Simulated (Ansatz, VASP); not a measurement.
# Two plane-wave programs on Te2Mo

```xyz
3
Lattice="3.4665 0.0000 0.0000 -1.7333 3.0021 0.0000 0.0000 0.0000 16.9942" Properties=species:S:1:pos:R:3 pbc="T T T"
Te    0.0000    2.0014   15.1995
Te    0.0000    2.0014    1.7947
Mo    0.0000    0.0000    0.0000
```

Change from the starting cell: strain along c alone, the other axes held, atoms relaxed: -3.0 %.

Alike in both runs: functional LDA; k mesh 12 × 12 × 2; occupations gaussian, width 0.02 eV; no spin polarisation.

Ansatz relaxed the structure, and its values are those at the end. VASP's run is a single point on that final structure, the one shown.

```csv
,VASP,Ansatz
version,VASP 6.6.1,Ansatz 0.2.0
potentials or method,"VASP PAW LDA potentials, release 64 (Te, Mo_sv), cutoff 500 eV","scalar-relativistic, plane waves, PAW"
valence electrons in the cell,26,46
```

```csv
,VASP,Ansatz,Ansatz less VASP
gap on the k mesh at the Fermi level (eV),1.24,1.24,-0.001
least direct gap on the mesh (eV),1.24,1.24,-0.001
rms of the force components (eV/Å),0.029,0.001,-0.0274
```

LDA's correlation is that of Perdew and Zunger in VASP and of Perdew and Wang (1992) in Ansatz. VASP's potentials hold 26 valence electrons a cell and Ansatz's 46, so a difference there can come from the potentials and not from the codes. Ansatz's warnings: stress scf threshold loose.

Spin-orbit coupling is off throughout.
